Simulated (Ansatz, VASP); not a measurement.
# Two plane-wave programs on GdO

```xyz
2
Lattice="0.0000 2.7000 2.7000 2.7000 0.0000 2.7000 2.7000 2.7000 0.0000" Properties=species:S:1:pos:R:3 pbc="T T T"
Gd    0.0000    0.0000    0.0000
O     1.3500    1.3500    1.3500
```

Alike in both runs: task single point; functional PBE; k mesh 6 × 6 × 6; occupations gaussian, width 0.05 eV; collinear spin; Hubbard terms Gd f U = 6.0 eV.

|  | VASP | Ansatz |
| --- | --- | --- |
| version | VASP 6.6.1 | Ansatz 0.2.0 |
| potentials or method | VASP PAW PBE potentials, release 64 (Gd, O), cutoff 520 eV | scalar-relativistic, plane waves, PAW |
| valence electrons in the cell | 24 | 24 |

Ansatz gave:

* gap on the k mesh at the Fermi level (eV): none
* pressure (GPa): -0.1
* net moment per atom (μB): 3.96
* size of the moment on the site where the two differ most (μB): 7.01

Q: Which values does VASP return?

A: gap on the k mesh at the Fermi level (eV): none; pressure (GPa): -0.1; net moment per atom (μB): 3.96; size of the moment on the site where the two differ most (μB): 7.07.

Site moments also hang on the region over which each program counts them. The programs project onto different local orbitals, so the same U acts differently, and such runs can settle in different states. A gap of «none» marks a metal or a gap that the smearing closes. Ansatz's warnings: filled band counts differ across k points, stability check not made.

Spin-orbit coupling is off throughout.
